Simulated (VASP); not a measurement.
# FeO (Fm-3m) in VASP: a series of runs

FeO is run at these levels: PBEsol+D4, PBE; tasks: relaxation of cell and atoms, single point.

Everything below comes from runs of VASP 6.6.1. Logs are shortened: lines on timing, memory, paths and dates and some standing lists are left out, and cuts for length are marked.

## (1) The cell of the first run

It takes space group Fm-3m (No. 225, cubic). Conventional cell: a = 4.311 Å, b = 4.311 Å, c = 4.311 Å, α = 90.00°, β = 90.00°, γ = 90.00°. Within 2.9 Å of Fe (site symmetry m-3m) lie 6 O at 2.16 Å. O (site symmetry m-3m) has 6 Fe at 2.16 Å within 2.9 Å.

## (2) Relaxation of cell and atoms, PBEsol+D4, collinear spin, ferromagnetic start

Input file INCAR:

```
SYSTEM = FeO
  ALGO = Normal
  EDIFF = 1E-6
  EDIFFG = -0.005
  ENCUT = 600
  GGA = PS
  IBRION = 2
  ISIF = 3
  ISMEAR = -1
  ISPIN = 2
  IVDW = 13
  LASPH = .True.
  LCHARG = .False.
  LMAXMIX = 4
  LORBIT = 11
  LREAL = .False.
  LWAVE = .False.
  MAGMOM = 3 0
  NELM = 150
  NSW = 80
  PREC = Accurate
  SIGMA = 0.05
```

Input file KPOINTS:

```
k-points
0
Gamma
  11 11 11
  0 0 0
```

Input file POSCAR:

```
FeO
1.0
    0.0000000000      2.1554000000      2.1554000000
    2.1554000000      0.0000000000      2.1554000000
    2.1554000000      2.1554000000      0.0000000000
Fe O
1 1
Direct
    0.0000000000      0.0000000000      0.0000000000
    0.5000000000      0.5000000000      0.5000000000
```

Potentials or basis: VASP PAW PBE potentials, release 64 (Fe, O).

The run is started by

```
> cat potpaw_PBE.64/Fe/POTCAR potpaw_PBE.64/O/POTCAR > POTCAR
> mpirun -np 1 vasp_std > vasp.out
```

OUTCAR:

```text
SYSTEM = FeO
   EDIFF = 1E-6
   EDIFFG = -0.005
   ENCUT = 600
   GGA = PS
   IBRION = 2
   ISIF = 3
   ISMEAR = -1
   ISPIN = 2
   IVDW = 13
   LASPH = .True.
   LORBIT = 11
   LREAL = .False.
   NELM = 150
   NSW = 80
   PREC = Accurate

 ion  position               nearest neighbor table
   1  0.000  0.000  0.000-   2 2.16   2 2.16   2 2.16   2 2.16   2 2.16   2 2.16
   2  0.500  0.500  0.500-   1 2.16   1 2.16   1 2.16   1 2.16   1 2.16   1 2.16

  LATTYP: Found a face centered cubic cell.
 ALAT       =     4.3108000000

  Lattice vectors:

 A1 = (   0.0000000000,   2.1554000000,   2.1554000000)
 A2 = (   2.1554000000,   0.0000000000,   2.1554000000)
 A3 = (   2.1554000000,   2.1554000000,   0.0000000000)

Analysis of symmetry for initial positions (statically):
=====================================================================
 Subroutine PRICEL returns:
 Original cell was already a primitive cell.

 Routine SETGRP: Setting up the symmetry group for a
 face centered cubic supercell.

 Subroutine GETGRP returns: Found 48 space group operations
 (whereof 48 operations were pure point group operations)
 out of a pool of 48 trial point group operations.

The static configuration has the point symmetry O_h .

Analysis of symmetry for dynamics (positions and initial velocities):
=====================================================================
 Subroutine PRICEL returns:
 Original cell was already a primitive cell.

 Routine SETGRP: Setting up the symmetry group for a
 face centered cubic supercell.

 Subroutine GETGRP returns: Found 48 space group operations
 (whereof 48 operations were pure point group operations)
 out of a pool of 48 trial point group operations.

The dynamic configuration has the point symmetry O_h .

Analysis of structural, dynamic, and magnetic symmetry:
=====================================================================
 Subroutine PRICEL returns:
 Original cell was already a primitive cell.

 Routine SETGRP: Setting up the symmetry group for a
 face centered cubic supercell.

 Subroutine GETGRP returns: Found 48 space group operations
 (whereof 48 operations were pure point group operations)
 out of a pool of 48 trial point group operations.

The overall configuration has the point symmetry O_h .

 Subroutine INISYM returns: Found 48 space group operations
 (whereof 48 operations are pure point group operations),
 and found     1 'primitive' translations

----------------------------------------------------------------------------------------

                                     Primitive cell

  volume of cell :      20.0269

  direct lattice vectors                    reciprocal lattice vectors
     0.000000000  2.155400000  2.155400000    -0.231975503  0.231975503  0.231975503
     2.155400000  0.000000000  2.155400000     0.231975503 -0.231975503  0.231975503
     2.155400000  2.155400000  0.000000000     0.231975503  0.231975503 -0.231975503

  length of vectors
     3.048195912  3.048195912  3.048195912     0.401793358  0.401793358  0.401793358

  position of ions in fractional coordinates (direct lattice)
     0.000000000  0.000000000  0.000000000
     0.500000000  0.500000000  0.500000000

  ion indices of the primitive-cell ions
   primitive index   ion index
                 1           1
                 2           2

----------------------------------------------------------------------------------------

 KPOINTS: k-points

Automatic generation of k-mesh.
 Grid dimensions read from file:
 generate k-points for:   11   11   11

 Generating k-lattice:

  Cartesian coordinates                     Fractional coordinates (reciprocal lattice)
    -0.021088682  0.021088682  0.021088682     0.090909091  0.000000000  0.000000000
     0.021088682 -0.021088682  0.021088682     0.000000000  0.090909091  0.000000000
     0.021088682  0.021088682 -0.021088682     0.000000000  0.000000000  0.090909091

  Length of vectors
     0.036526669  0.036526669  0.036526669

  Shift w.r.t. Gamma in fractional coordinates (k-lattice)
     0.000000000  0.000000000  0.000000000

 Subroutine IBZKPT returns following result:
 ===========================================

 Found     56 irreducible k-points:

 Following reciprocal coordinates:
            Coordinates               Weight
  0.000000  0.000000  0.000000      1.000000
  0.090909  0.000000  0.000000      8.000000
  0.181818  0.000000  0.000000      8.000000
  0.272727  0.000000  0.000000      8.000000
  0.363636  0.000000  0.000000      8.000000
  0.454545  0.000000  0.000000      8.000000
[... 16 lines left out ...]
 -0.272727  0.181818  0.000000     24.000000
 -0.181818  0.181818  0.000000     12.000000
 [... further k-points ...]
   k-points           NKPTS =     56   k-points in BZ     NKDIM =     56   number of bands    NBANDS=     13
   number of dos      NEDOS =    301   number of ions     NIONS =      2
   total plane-waves  NPLWV =  13824
   dimension x,y,z NGX =    24 NGY =   24 NGZ =   24
   dimension x,y,z NGXF=    48 NGYF=   48 NGZF=   48
   ions per type =               1   1
   NGX,Y,Z   is equivalent  to a cutoff of  13.09, 13.09, 13.09 a.u.
   NGXF,Y,Z  is equivalent  to a cutoff of  26.18, 26.18, 26.18 a.u.
 SYSTEM =  FeO
   PREC   = accura    normal or accurate (medium, high low for compatibility)
   ISTART =      0    job   : 0-new  1-cont  2-samecut
   ICHARG =      2    charge: 1-file 2-atom 10-const
   ISPIN  =      2    spin polarized calculation?
   LNONCOLLINEAR =      F non collinear calculations
   LSORBIT =      F    spin-orbit coupling
   LASPH  =      T    aspherical Exc in radial PAW
   ENCUT  =  600.0 eV  44.10 Ry    6.64 a.u.   6.09  6.09  6.09*2*pi/ulx,y,z
   NELM   =    150;   NELMIN=  2; NELMDL= -5     # of ELM steps
   EDIFF  = 0.1E-05   stopping-criterion for ELM
   LREAL  =      F    real-space projection
   EDIFFG = -.5E-02   stopping-criterion for IOM
   NSW    =     80    number of steps for IOM
   IBRION =      2    ionic relax: 0-MD 1-quasi-New 2-CG
   NFREE  =      1    steps in history (QN), initial steepest desc. (CG)
   ISIF   =      3    stress and relaxation
   ISYM   =      2    0-nonsym 1-usesym 2-fastsym
   POTIM  = 0.5000    time-step for ionic-motion
   TEBEG  =    0.0;   TEEND  =   0.0 temperature during run
   PSTRESS=    0.0 pullay stress
   NELECT =      14.0000    total number of electrons
   NUPDOWN=      -1.0000    fix difference up-down
   EMIN   =  10.00;   EMAX   =-10.00  energy-range for DOS
   EFERMI =   0.00;   METHOD = LEGACY
   ISMEAR =    -1;   SIGMA  =   0.05  broadening in eV -4-tet -1-fermi 0-gaus
   EFERMI_NEDOS =   21; number of points for ismear=-14 and -15
   IALGO  =     38    algorithm
   IMIX   =      4    mixing-type and parameters
     AMIX     =   0.40;   BMIX     =  1.00
     AMIX_MAG =   1.60;   BMIX_MAG =  1.00
  volume/ion in A,a.u.               =      10.01        67.57
  Fermi-wavevector in a.u.,A,eV,Ry     =   1.452935  2.745650 28.722187  2.111021
  Thomas-Fermi vector in A             =   2.570260
   LORBIT       =     11    0 simple, 1 ext, 2 COOP (PROOUT), +10 PAW based schemes
   GGA     = PS    functional components
   LHFCALC =     F    Hartree Fock is set to
   AEXX    =    0.0000 exact exchange contribution
   IVDW    =    13    specifies the selected vdW correction
   LEPSILON=     F    determine dielectric tensor
   LRPA    =     F    only Hartree local field effects (RPA)
 conjugate gradient relaxation of ions
 spin polarized calculation
  energy-cutoff  :      600.00
  volume of cell :       20.03
 maximum number of plane-waves:       678
   NGX = 13   NGY = 13   NGZ = 13

--------------------------------------- Ionic step        1  -------------------------------------------

 number of electron      13.9999999 magnetization       4.0005316

 Free energy of the ion-electron system (eV)
  ---------------------------------------------------
  ext. energy  EPLUGINS =         0.00000000
  ---------------------------------------------------
  free energy    TOTEN  =       -15.84571796 eV

  energy without entropy =      -15.83395891  energy(sigma->0) =      -15.83983843

------------------------ aborting loop because EDIFF is reached ----------------------------------------

  DFT-D4 for vdW energy calculation

  Edisp (eV):   -0.38604

  FORCE on cell =-STRESS in cart. coord.  units (eV):
  Direction    XX          YY          ZZ          XY          YZ          ZX
  --------------------------------------------------------------------------------------
  -------------------------------------------------------------------------------------
  Total      -1.37776    -1.37776    -1.37776     0.00000    -0.00000     0.00000
  in kB    -110.22252  -110.22252  -110.22252     0.00000    -0.00000     0.00000
  external pressure =     -110.22 kB  Pullay stress =        0.00 kB
[... 61 lines left out ...]
  energy  without entropy=      -16.1127925099  energy(sigma->0) =      -16.11926332

--------------------------------------- Ionic step        3  -------------------------------------------

 number of electron      14.0000000 magnetization       3.9977014

 Free energy of the ion-electron system (eV)
  ---------------------------------------------------
  ext. energy  EPLUGINS =         0.00000000
  ---------------------------------------------------
  free energy    TOTEN  =       -15.86842069 eV

  energy without entropy =      -15.85731096  energy(sigma->0) =      -15.86286582

 E-fermi :   6.6577     XC(G=0): -12.7111

 val. band max:        6.6552481677   @ k =  -0.3636   0.2727   0.0909
 cond. band min:       6.6723999062   @ k =  -0.1818   0.0909   0.0000
 fundamental gap:      0.0171517386
 Fermi energy:         6.6576718256

 spin component 1

 k-point     1 :       0.0000    0.0000    0.0000
  band No.  band energies     occupation
      1     -14.4846      1.00000
      2       2.6316      1.00000
      3       2.6316      1.00000
      4       2.6316      1.00000
      5       2.7240      1.00000
      6       2.7240      1.00000
      7       2.7240      1.00000
      8       2.9897      1.00000
      9       2.9897      1.00000
     10       6.9676      0.00203
     11      22.0833      0.00000
     12      23.9875      0.00000
     13      23.9875      0.00000
[... 353 lines left out ...]
 k-point    24 :      -0.1818    0.1818    0.0000
  band No.  band energies     occupation
      1     -13.6876      1.00000
      2      -1.0109      1.00000
      3       0.1606      1.00000
      4       0.6392      1.00000
      5       3.1221      1.00000
      6       3.4650      1.00000
      7       4.0047      1.00000
      8       4.1387      1.00000
      9       6.0925      0.99999
     10      10.6347      0.00000
     11      17.3385      0.00000
     12      18.8095      0.00000
     13      22.0446      0.00000

 [... further k-points ...]

 spin component 2

 k-point     1 :       0.0000    0.0000    0.0000
  band No.  band energies     occupation
      1     -13.9037      1.00000
      2       3.2526      1.00000
      3       3.2526      1.00000
      4       3.2526      1.00000
      5       5.8403      1.00000
      6       5.8405      1.00000
      7       5.8405      1.00000
      8       6.7536      0.12795
      9       6.7538      0.12756
     10       7.7934      0.00000
     11      22.1319      0.00000
     12      24.9933      0.00000
     13      24.9933      0.00000
[... 401 lines left out ...]
  FREE ENERGIE OF THE ION-ELECTRON SYSTEM (eV)
  ---------------------------------------------------
  free  energy   TOTEN  =       -16.1549108451 eV

  energy  without entropy=      -16.1438011235  energy(sigma->0) =      -16.14935598

 reached required accuracy - stopping structural energy minimisation

 total charge

# of ion       s       p       d       tot
------------------------------------------
    1        0.308   0.403   6.128   6.838
    2        1.547   3.446   0.000   4.994
--------------------------------------------------
tot          1.855   3.849   6.128  11.832

 magnetization (x)

# of ion       s       p       d       tot
------------------------------------------
    1        0.026   0.022   3.552   3.601
    2        0.032   0.282   0.000   0.314
--------------------------------------------------
tot          0.059   0.304   3.552   3.915
```

Run time: 32 s. Hardware: 1 thread of Intel Xeon 6975P-C (Granite Rapids), shared host; peak memory 0.17 GiB.

What came out:

| Item | Value |
| --- | --- |
| Free energy | -16.1549 eV |
| Relaxed volume | 9.49 Å³/atom |
| Relaxed cell | a = 2.994 Å, b = 2.994 Å, c = 2.994 Å, α = 60.00°, β = 60.00°, γ = 60.00° |
| Space group after relaxing (to 0.1 Å) | Fm-3m (No. 225) |
| Ionic steps | 3 |
| Pressure after relaxing | 0.1 GPa |
| Band gap on the k mesh | zero (filled and empty bands overlap) |
| Net moment | 4.00 μB per cell |
| Site moments | Fe +3.60; O +0.31 μB |
| Valence electrons inside the program's atomic spheres | Fe 6.84; O 4.99 |
| Dispersion energy per atom | -0.143 eV |

Step by step:
```tsv
step	energy change (eV)	largest force (eV/Å)	pressure (GPa)	volume (Å³)
1	0.0000	0.0000	-11.02	20.03
2	0.1060	0.0000	10.64	18.10
3	0.0768	0.0000	0.05	18.98
```

Final structure:
```
CELL_PARAMETERS angstrom
0.00000 2.11714 2.11714
2.11714 0.00000 2.11714
2.11714 2.11714 0.00000
ATOMIC_POSITIONS crystal
Fe 0.00000 0.00000 0.00000
O 0.50000 0.50000 0.50000
```

Caveat: the PAW data sets were made with another functional, which shifts forces and pressure a little; a cell with one magnetic atom can't hold antiferromagnetic order, which such compounds often take; semilocal functionals often make such compounds metallic where correlation or magnetic order opens a gap, which also shifts bond lengths. With open d or f shells a metallic result of PBEsol can be an artefact of self-interaction; +U or a hybrid may open a gap.

## (3) Single point, PBE, collinear spin, ferromagnetic start (10.21 Å³/atom)

This run uses another cell than the first one, of 10.21 Å³/atom.

Input file INCAR:

```
SYSTEM = FeO
ALGO     = Normal         ! electronic algorithm
EDIFF    = 1E-6           ! SCF threshold, eV
ENCUT    = 520            ! plane-wave cutoff, eV
GGA      = PE             ! functional
ISIF     = 2              ! what is computed and relaxed
ISMEAR   = -1             ! smearing method
ISPIN    = 2              ! spin polarisation
LASPH    = .True.         ! aspherical terms in the spheres
LCHARG   = .True.         ! write CHGCAR
LELF     = .True.         ! ELF
LMAXMIX  = 4              ! l up to which the mixer works
LORBIT   = 11             ! projections on sites
LREAL    = .False.        ! projectors in reciprocal space
LVHAR    = .True.       
LWAVE    = .False.        ! write WAVECAR
MAGMOM   = 3 0            ! initial moments
NBANDS   = 18             ! bands
NELM     = 150            ! most SCF steps
PREC     = Accurate       ! precision mode
SIGMA    = 0.05           ! smearing width, eV
```

KPOINTS is that of step 2.

Input file POSCAR:

```
FeO
1.0
    0.0000000000      2.1696745882      2.1696745882
    2.1696745882      0.0000000000      2.1696745882
    2.1696745882      2.1696745882      0.0000000000
Fe O
1 1
Direct
    0.0000000000      0.0000000000      0.0000000000
    0.5000000000      0.5000000000      0.5000000000
```

Potentials or basis: VASP PAW PBE potentials, release 64 (Fe, O).

The run is started by

```
> cat potpaw_PBE.64/Fe/POTCAR potpaw_PBE.64/O/POTCAR > POTCAR
> mpirun -np 1 vasp_std > vasp.out
```

OUTCAR:

```text
SYSTEM = FeO
   EDIFF = 1E-6
   ENCUT = 520
   GGA = PE
   ISIF = 2
   ISMEAR = -1
   ISPIN = 2
   LASPH = .True.
   LORBIT = 11
   LREAL = .False.
   NELM = 150
   PREC = Accurate

 ion  position               nearest neighbor table
   1  0.000  0.000  0.000-   2 2.17   2 2.17   2 2.17   2 2.17   2 2.17   2 2.17
   2  0.500  0.500  0.500-   1 2.17   1 2.17   1 2.17   1 2.17   1 2.17   1 2.17

  LATTYP: Found a face centered cubic cell.
 ALAT       =     4.3393491764

  Lattice vectors:

 A1 = (   0.0000000000,   2.1696745882,   2.1696745882)
 A2 = (   2.1696745882,   0.0000000000,   2.1696745882)
 A3 = (   2.1696745882,   2.1696745882,   0.0000000000)

[... 1222 lines left out ...]
  energy-cutoff  :      520.00
  volume of cell :       20.43
      direct lattice vectors                 reciprocal lattice vectors
     0.000000000  2.169674588  2.169674588    -0.230449305  0.230449305  0.230449305
     2.169674588  0.000000000  2.169674588     0.230449305 -0.230449305  0.230449305
     2.169674588  2.169674588  0.000000000     0.230449305  0.230449305 -0.230449305

 POSITION                                       TOTAL-FORCE (eV/Angst)
 -----------------------------------------------------------------------------------
      0.00000      0.00000      0.00000         0.000000      0.000000      0.000000
      2.16967      2.16967      2.16967        -0.000000      0.000000     -0.000000
 -----------------------------------------------------------------------------------
    total drift:                                0.000000     -0.000000      0.000000

  FREE ENERGIE OF THE ION-ELECTRON SYSTEM (eV)
  ---------------------------------------------------
  free  energy   TOTEN  =       -14.9316647430 eV

  energy  without entropy=      -14.9193831764  energy(sigma->0) =      -14.92552396

 total charge

# of ion       s       p       d       tot
------------------------------------------
    1        0.282   0.345   6.072   6.700
    2        1.556   3.427   0.000   4.983
--------------------------------------------------
tot          1.838   3.772   6.072  11.683

 magnetization (x)

# of ion       s       p       d       tot
------------------------------------------
    1        0.027   0.021   3.574   3.622
    2        0.029   0.268   0.000   0.298
--------------------------------------------------
tot          0.056   0.289   3.574   3.919
```

OSZICAR:

```text
N       E                     dE             d eps       ncg     rms          rms(c)
DAV:   1     0.683426883213E+02    0.68343E+02   -0.67228E+03  4338   0.894E+02
DAV:   2    -0.128287583275E+02   -0.81171E+02   -0.69210E+02  4164   0.204E+02
DAV:   3    -0.173553105166E+02   -0.45266E+01   -0.44189E+01  4776   0.518E+01
DAV:   4    -0.173885298028E+02   -0.33219E-01   -0.33202E-01  4900   0.420E+00
DAV:   5    -0.173887632140E+02   -0.23341E-03   -0.23340E-03  4778   0.364E-01    0.175E+01
DAV:   6    -0.156351121122E+02    0.17537E+01   -0.15902E+01  5366   0.560E+01    0.203E+01
DAV:   7    -0.149695007611E+02    0.66561E+00   -0.33044E+00  5226   0.341E+01    0.921E+00
DAV:   8    -0.149508120791E+02    0.18689E-01   -0.17826E-01  5012   0.421E+00    0.518E+00
DAV:   9    -0.149355971634E+02    0.15215E-01   -0.74095E-02  6370   0.423E+00    0.109E+00
DAV:  10    -0.149314547276E+02    0.41424E-02   -0.20154E-02  5620   0.284E+00    0.147E-01
DAV:  11    -0.149316433151E+02   -0.18859E-03   -0.26585E-03  5104   0.472E-01    0.643E-02
DAV:  12    -0.149316467232E+02   -0.34081E-05   -0.48101E-05  5120   0.663E-02    0.435E-02
DAV:  13    -0.149316621381E+02   -0.15415E-04   -0.26332E-05  5432   0.557E-02    0.157E-02
DAV:  14    -0.149316650598E+02   -0.29216E-05   -0.36848E-06  4426   0.160E-02    0.702E-03
DAV:  15    -0.149316647430E+02    0.31680E-06   -0.36609E-07  2402   0.643E-03
   1 F= -.14931665E+02 E0= -.14925524E+02  d E =-.122816E-01  mag=     4.0008
```

Run time: 48 s. Hardware: 1 thread of Intel Xeon 8259CL, shared host; peak memory 0.17 GiB.

What came out:

| Property | Result |
| --- | --- |
| Free energy | -14.9317 eV |
| Pressure | -3.7 GPa |
| Band gap on the k mesh | zero (filled and empty bands overlap) |
| Net moment | 4.00 μB per cell |
| Site moments | Fe +3.62; O +0.30 μB |
| Valence electrons inside the program's atomic spheres | Fe 6.70; O 4.98 |

Caveat: the cell stands under tension; a cell with one magnetic atom can't hold antiferromagnetic order, which such compounds often take; semilocal functionals often make such compounds metallic where correlation or magnetic order opens a gap, which also shifts bond lengths.

[end of part 1 of 2]
